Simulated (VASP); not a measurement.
# BaZnSbF (P4/nmm) in VASP: single point with PBE+D3(BJ)

Aim: the single point of BaZnSbF with PBE+D3(BJ).

Program: VASP 6.6.1. These are calculated values, not measurements. Logs are shortened: lines on timing, memory, paths and dates and some standing lists are left out, and cuts for length are marked.

### Step 1. The cell of the first run

The structure is tetragonal, space group P4/nmm (No. 129). The conventional cell has a = 4.424 Å, b = 4.424 Å, c = 9.667 Å, α = 90.00°, β = 90.00°, γ = 90.00°. Within 3.6 Å of Ba (site symmetry 4mm) lie 4 F at 2.65 Å and 4 Sb at 3.58 Å. Zn (site symmetry -4m2) has 4 Sb at 2.75 Å and 4 Zn at 3.13 Å within 3.6 Å. Sb (site symmetry 4mm) has 4 Zn at 2.75 Å and 4 Ba at 3.58 Å within 3.6 Å. Within 3.5 Å of F (site symmetry -4m2) lie 4 Ba at 2.65 Å and 4 F at 3.13 Å.

### Step 2. Single point, PBE+D3(BJ)

Contents of INCAR:

```
PREC = Accurate ; ENCUT = 700
EDIFF = 1E-6 ; ISMEAR = 0
SIGMA = 0.1 ; LREAL = F
LASPH = T ; NELM = 120
ALGO = Normal ; ISIF = 2
LWAVE = F ; LCHARG = T
GGA = PE ; IVDW = 12
LELF = T ; LVHAR = T
NBANDS = 54 ; GGA_COMPAT = F
```

Contents of KPOINTS:

```
regular mesh
0
Gamma
  8 8 4
```

Contents of POSCAR:

```
BaZnSbF
1.0
    4.4235040258      0.0000000000      0.0000000000
    0.0000000000      4.4235040258      0.0000000000
    0.0000000000      0.0000000000      9.6666435930
Ba Zn Sb F
2 2 2 2
Direct
    0.0000000000      0.5000000000      0.3480799579
    0.5000000000      0.0000000000      0.6519200421
    0.5000000000      0.5000000000      0.0000000000
    0.0000000000      0.0000000000      0.0000000000
    0.5000000000      0.0000000000      0.1685166768
    0.0000000000      0.5000000000      0.8314833232
    0.5000000000      0.5000000000      0.5000000000
    0.0000000000      0.0000000000      0.5000000000
```

Potentials or basis: VASP PAW PBE potentials, release 64 (Ba_sv, Zn, Sb_d_GW, F).

Command:

```sh
> cat potpaw_PBE.64/Ba_sv/POTCAR potpaw_PBE.64/Zn/POTCAR potpaw_PBE.64/Sb_d_GW/POTCAR potpaw_PBE.64/F/POTCAR > POTCAR
> mpirun -np 1 vasp_std > vasp.out
```

OUTCAR:

```text
PREC = Accurate
   ENCUT = 700
   EDIFF = 1E-6
   ISMEAR = 0
   LREAL = F
   LASPH = T
   NELM = 120
   ISIF = 2
   GGA = PE
   IVDW = 12
 IVDW          = 12

 ion  position               nearest neighbor table
   1  0.000  0.500  0.348-   7 2.65   8 2.65   8 2.65   7 2.65   5 3.58   5 3.58   5 3.58   5 3.58
                             2 4.29   2 4.29   2 4.29   2 4.29
   2  0.500  0.000  0.652-   7 2.65   8 2.65   7 2.65   8 2.65   6 3.58   6 3.58   6 3.58   6 3.58
                             1 4.29   1 4.29   1 4.29   1 4.29
   3  0.500  0.500  0.000-   5 2.75   6 2.75   5 2.75   6 2.75
   4  0.000  0.000  0.000-   5 2.75   6 2.75   6 2.75   5 2.75
   5  0.500  0.000  0.169-   3 2.75   4 2.75   3 2.75   4 2.75   1 3.58   1 3.58   1 3.58   1 3.58

   6  0.000  0.500  0.831-   3 2.75   4 2.75   4 2.75   3 2.75   2 3.58   2 3.58   2 3.58   2 3.58

   7  0.500  0.500  0.500-   1 2.65   2 2.65   2 2.65   1 2.65
   8  0.000  0.000  0.500-   1 2.65   2 2.65   1 2.65   2 2.65

  LATTYP: Found a simple tetragonal cell.
 ALAT       =     4.4235040258
 C/A-ratio  =     2.1852910129

  Lattice vectors:

 A1 = (   4.4235040258,   0.0000000000,   0.0000000000)
 A2 = (   0.0000000000,   4.4235040258,   0.0000000000)
 A3 = (   0.0000000000,   0.0000000000,   9.6666435930)

Analysis of symmetry for initial positions (statically):
=====================================================================
 Subroutine PRICEL returns:
 Original cell was already a primitive cell.

 Routine SETGRP: Setting up the symmetry group for a
 simple tetragonal supercell.

 Subroutine GETGRP returns: Found 16 space group operations
 (whereof  8 operations were pure point group operations)
 out of a pool of 16 trial point group operations.

The static configuration has the point symmetry D_2d.
 The point group associated with its full space group is D_4h.

Analysis of symmetry for dynamics (positions and initial velocities):
=====================================================================
 Subroutine PRICEL returns:
 Original cell was already a primitive cell.

 Routine SETGRP: Setting up the symmetry group for a
 simple tetragonal supercell.

 Subroutine GETGRP returns: Found 16 space group operations
 (whereof  8 operations were pure point group operations)
 out of a pool of 16 trial point group operations.

The dynamic configuration has the point symmetry D_2d.
 The point group associated with its full space group is D_4h.

 Subroutine INISYM returns: Found 16 space group operations
 (whereof  8 operations are pure point group operations),
 and found     1 'primitive' translations

----------------------------------------------------------------------------------------

                                     Primitive cell

  volume of cell :     189.1510

  direct lattice vectors                    reciprocal lattice vectors
     4.423504026  0.000000000  0.000000000     0.226065127  0.000000000  0.000000000
     0.000000000  4.423504026  0.000000000     0.000000000  0.226065127  0.000000000
     0.000000000  0.000000000  9.666643593     0.000000000  0.000000000  0.103448523

  length of vectors
     4.423504026  4.423504026  9.666643593     0.226065127  0.226065127  0.103448523

  position of ions in fractional coordinates (direct lattice)
     0.000000000  0.500000000  0.348079958
     0.500000000  0.000000000  0.651920042
     0.500000000  0.500000000  0.000000000
     0.000000000  0.000000000  0.000000000
     0.500000000  0.000000000  0.168516677
     0.000000000  0.500000000  0.831483323
     0.500000000  0.500000000  0.500000000
     0.000000000  0.000000000  0.500000000

  ion indices of the primitive-cell ions
   primitive index   ion index
                 1           1
                 2           2
                 3           3
                 4           4
                 5           5
                 6           6
                 7           7
                 8           8

----------------------------------------------------------------------------------------

 KPOINTS: regular mesh

Automatic generation of k-mesh.
 Grid dimensions read from file:
 generate k-points for:    8    8    4

 Generating k-lattice:

  Cartesian coordinates                     Fractional coordinates (reciprocal lattice)
     0.028258141  0.000000000  0.000000000     0.125000000  0.000000000  0.000000000
     0.000000000  0.028258141  0.000000000     0.000000000  0.125000000  0.000000000
     0.000000000  0.000000000  0.025862131     0.000000000  0.000000000  0.250000000

  Length of vectors
     0.028258141  0.028258141  0.025862131

  Shift w.r.t. Gamma in fractional coordinates (k-lattice)
     0.000000000  0.000000000  0.000000000

 Subroutine IBZKPT returns following result:
 ===========================================

 Found     45 irreducible k-points:

 Following reciprocal coordinates:
            Coordinates               Weight
  0.000000  0.000000  0.000000      1.000000
  0.125000  0.000000  0.000000      4.000000
  0.250000  0.000000  0.000000      4.000000
  0.375000  0.000000  0.000000      4.000000
  0.500000  0.000000  0.000000      2.000000
  0.125000  0.125000  0.000000      4.000000
[... 16 lines left out ...]
  0.375000  0.125000  0.250000     16.000000
  0.500000  0.125000  0.250000      8.000000
 [... further k-points ...]
   k-points           NKPTS =     45   k-points in BZ     NKDIM =     45   number of bands    NBANDS=     54
   number of dos      NEDOS =    301   number of ions     NIONS =      8
   total plane-waves  NPLWV = 134400
   dimension x,y,z NGX =    40 NGY =   40 NGZ =   84
   dimension x,y,z NGXF=    80 NGYF=   80 NGZF=  168
   ions per type =               2   2   2   2
   NGX,Y,Z   is equivalent  to a cutoff of  15.03, 15.03, 14.45 a.u.
   NGXF,Y,Z  is equivalent  to a cutoff of  30.07, 30.07, 28.89 a.u.
 SYSTEM =  unknown system
   PREC   = accura    normal or accurate (medium, high low for compatibility)
   ISTART =      0    job   : 0-new  1-cont  2-samecut
   ICHARG =      2    charge: 1-file 2-atom 10-const
   ISPIN  =      1    spin polarized calculation?
   LNONCOLLINEAR =      F non collinear calculations
   LSORBIT =      F    spin-orbit coupling
   LASPH  =      T    aspherical Exc in radial PAW
   ENCUT  =  700.0 eV  51.45 Ry    7.17 a.u.   9.54  9.54 20.85*2*pi/ulx,y,z
   NELM   =    120;   NELMIN=  2; NELMDL= -5     # of ELM steps
   EDIFF  = 0.1E-05   stopping-criterion for ELM
   LREAL  =      F    real-space projection
   EDIFFG = 0.1E-04   stopping-criterion for IOM
   NSW    =      0    number of steps for IOM
   IBRION =     -1    ionic relax: 0-MD 1-quasi-New 2-CG
   NFREE  =      0    steps in history (QN), initial steepest desc. (CG)
   ISIF   =      2    stress and relaxation
   ISYM   =      2    0-nonsym 1-usesym 2-fastsym
   POTIM  = 0.5000    time-step for ionic-motion
   TEBEG  =    0.0;   TEEND  =   0.0 temperature during run
   PSTRESS=    0.0 pullay stress
   NELECT =      88.0000    total number of electrons
   NUPDOWN=      -1.0000    fix difference up-down
   EMIN   =  10.00;   EMAX   =-10.00  energy-range for DOS
   EFERMI =   0.00;   METHOD = LEGACY
   ISMEAR =     0;   SIGMA  =   0.10  broadening in eV -4-tet -1-fermi 0-gaus
   EFERMI_NEDOS =   21; number of points for ismear=-14 and -15
   IALGO  =     38    algorithm
   IMIX   =      4    mixing-type and parameters
     AMIX     =   0.40;   BMIX     =  1.00
     AMIX_MAG =   1.60;   BMIX_MAG =  1.00
  volume/ion in A,a.u.               =      23.64       159.56
  Fermi-wavevector in a.u.,A,eV,Ry     =   1.268526  2.397167 21.893943  1.609159
  Thomas-Fermi vector in A             =   2.401617
   LORBIT       =      0    0 simple, 1 ext, 2 COOP (PROOUT), +10 PAW based schemes
   GGA     = PE    functional components
   LHFCALC =     F    Hartree Fock is set to
   AEXX    =    0.0000 exact exchange contribution
   IVDW    =    12    specifies the selected vdW correction
   LEPSILON=     F    determine dielectric tensor
   LRPA    =     F    only Hartree local field effects (RPA)
 non-spin polarized calculation
 Gauss-broadening in eV      SIGMA  =   0.10
  energy-cutoff  :      700.00
  volume of cell :      189.15
 maximum number of plane-waves:      8021
 NGX is ok and might be reduce to    40
   NGX = 19   NGY = 19   NGZ = 41

 number of electron      88.0000011 magnetization

 Free energy of the ion-electron system (eV)
  ---------------------------------------------------
  ext. energy  EPLUGINS =         0.00000000
  ---------------------------------------------------
  free energy    TOTEN  =       -32.19578824 eV

  energy without entropy =      -32.19252149  energy(sigma->0) =      -32.19415487

 E-fermi :   3.5815     XC(G=0):  -9.6641

 val. band max:        3.5531780156   @ k =   0.0000   0.0000   0.0000
 cond. band min:       3.7393815813   @ k =   0.1250   0.0000   0.0000
 fundamental gap:      0.1862035657
 Fermi energy:         3.5814881847

 k-point     1 :       0.0000    0.0000    0.0000
  band No.  band energies     occupation
      1     -24.7408      2.00000
      2     -24.7397      2.00000
      3     -24.7343      2.00000
      4     -24.7334      2.00000
      5     -24.7334      2.00000
      6     -24.7333      2.00000
[... 46 lines left out ...]
     53       7.8742      0.00000
     54       8.3171      0.00000

 k-point     2 :       0.1250    0.0000    0.0000
  band No.  band energies     occupation
      1     -24.7403      2.00000
      2     -24.7393      2.00000
      3     -24.7344      2.00000
      4     -24.7339      2.00000
      5     -24.7337      2.00000
      6     -24.7331      2.00000
[... 46 lines left out ...]
     53       7.8092      0.00000
     54       8.0851      0.00000

 k-point     3 :       0.2500    0.0000    0.0000
  band No.  band energies     occupation
      1     -24.7393      2.00000
      2     -24.7384      2.00000
      3     -24.7353      2.00000
      4     -24.7347      2.00000
      5     -24.7345      2.00000
      6     -24.7341      2.00000
[... 46 lines left out ...]
     53       7.8235      0.00000
     54       7.9734      0.00000
[... 1084 lines left out ...]
 k-point    23 :       0.3750    0.1250    0.2500
  band No.  band energies     occupation
      1     -24.7379      2.00000
      2     -24.7376      2.00000
      3     -24.7372      2.00000
      4     -24.7369      2.00000
      5     -24.7345      2.00000
      6     -24.7341      2.00000
[... 46 lines left out ...]
     53       8.0835      0.00000
     54       8.4195      0.00000

 k-point    24 :       0.5000    0.1250    0.2500
  band No.  band energies     occupation
      1     -24.7380      2.00000
      2     -24.7380      2.00000
      3     -24.7370      2.00000
      4     -24.7370      2.00000
      5     -24.7345      2.00000
      6     -24.7345      2.00000
[... 46 lines left out ...]
     53       8.3778      0.00000
     54       8.4543      0.00000

 [... further k-points ...]

------------------------ aborting loop because EDIFF is reached ----------------------------------------

 Edisp (eV)   -2.36225

 E8    (eV) :    -1.1349

  FORCE on cell =-STRESS in cart. coord.  units (eV):
  Direction    XX          YY          ZZ          XY          YZ          ZX
  --------------------------------------------------------------------------------------
  -------------------------------------------------------------------------------------
  Total       0.71331     0.71331     0.64036     0.00000     0.00000     0.00000
  in kB       6.04202     6.04202     5.42405     0.00000     0.00000     0.00000
  external pressure =        5.84 kB  Pullay stress =        0.00 kB

 VOLUME and BASIS-vectors are now :
 -----------------------------------------------------------------------------
  energy-cutoff  :      700.00
  volume of cell :      189.15
      direct lattice vectors                 reciprocal lattice vectors
     4.423504026  0.000000000  0.000000000     0.226065127  0.000000000  0.000000000
     0.000000000  4.423504026  0.000000000     0.000000000  0.226065127  0.000000000
     0.000000000  0.000000000  9.666643593     0.000000000  0.000000000  0.103448523

 POSITION                                       TOTAL-FORCE (eV/Angst)
 -----------------------------------------------------------------------------------
      0.00000      2.21175      3.36476         0.000000     -0.000000     -0.114259
      2.21175      0.00000      6.30188        -0.000000     -0.000000      0.114259
      2.21175      2.21175      0.00000         0.000000      0.000000      0.000000
      0.00000      0.00000      0.00000        -0.000000     -0.000000      0.000000
      2.21175      0.00000      1.62899         0.000000     -0.000000     -0.026955
      0.00000      2.21175      8.03765        -0.000000     -0.000000      0.026955
      2.21175      2.21175      4.83332         0.000000     -0.000000      0.000000
      0.00000      0.00000      4.83332        -0.000000      0.000000      0.000000
 -----------------------------------------------------------------------------------
    total drift:                               -0.000000      0.000000      0.000000

  FREE ENERGIE OF THE ION-ELECTRON SYSTEM (eV)
  ---------------------------------------------------
  free  energy   TOTEN  =       -34.5580339688 eV

  energy  without entropy=      -34.5547672178  energy(sigma->0) =      -34.55640059
```

Wall time 9.9 min (1 thread of Intel Xeon 6975P-C (Granite Rapids), shared host); peak memory 0.86 GiB.

Results:

- Free energy: -34.5580 eV
- Pressure: 0.6 GPa
- Largest force: 0.114 eV/Å
- Band gap on the k mesh: zero (bands 44 and 45 overlap by 0.02 eV)
- Dispersion energy per atom: -0.295 eV

Forces on the atoms (eV/Å):
```
Ba   0.000  0.000 -0.114
Ba   0.000  0.000  0.114
Zn   0.000  0.000  0.000
Zn   0.000  0.000  0.000
Sb   0.000  0.000 -0.027
Sb   0.000  0.000  0.027
F    0.000  0.000  0.000
F    0.000  0.000  0.000
```

Levels at points of the mesh, in eV from the Fermi level:
```tsv
k point	band 41	band 42	band 43	band 44	band 45	band 46	band 47	band 48
(0.00, 0.00, 0.00)	-2.06	-0.84	-0.50	-0.03	-0.03	1.30	1.96	2.12
(0.50, 0.00, 0.00)	-1.43	-1.43	-0.89	-0.89	1.51	1.51	2.29	2.29
(0.50, 0.50, 0.00)	-2.65	-2.65	-2.55	-2.55	1.78	1.78	1.92	1.92
(0.00, 0.00, 0.50)	-2.06	-1.17	-0.44	-0.04	-0.04	1.41	1.45	2.78
(0.50, 0.00, 0.50)	-1.34	-1.34	-0.88	-0.88	1.55	1.55	2.35	2.35
(0.50, 0.50, 0.50)	-2.66	-2.66	-2.53	-2.53	1.95	1.95	2.17	2.17
```

Caveat: semilocal functionals underestimate gaps, and a narrow one can read as zero; spin-orbit coupling is left out, which moves the levels of the heavy elements.

The gap in the log of VASP goes by the Fermi energy; the results here count the filled bands.